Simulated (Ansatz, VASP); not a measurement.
## AlN in VASP and in Ansatz

```xyz
2
Lattice="0.0000 1.9454 1.9454 1.9454 0.0000 1.9454 1.9454 1.9454 0.0000" Properties=species:S:1:pos:R:3 pbc="T T T"
Al    0.0000    0.0000    0.0000
N     1.9454    1.9454    1.9454
```

Alike in both runs: task single point; functional r2SCAN; k mesh 10 × 10 × 10; no spin polarisation.

```csv
,VASP,Ansatz
version,VASP 6.6.1,Ansatz 0.2.0
potentials or method,"VASP PAW PBE potentials, release 64 (Al, N), cutoff 660 eV","scalar-relativistic, plane waves, PAW"
occupations,"gaussian, width 0.01 eV",fixed
valence electrons in the cell,8,8
```

|  | VASP | Ansatz | Ansatz less VASP |
| --- | --- | --- | --- |
| gap on the k mesh at the Fermi level (eV) | 5.77 | 5.80 | +0.037 |
| least direct gap on the mesh (eV) | 8.35 | 8.29 | -0.064 |

VASP's potentials were made for PBE, not for r2SCAN.
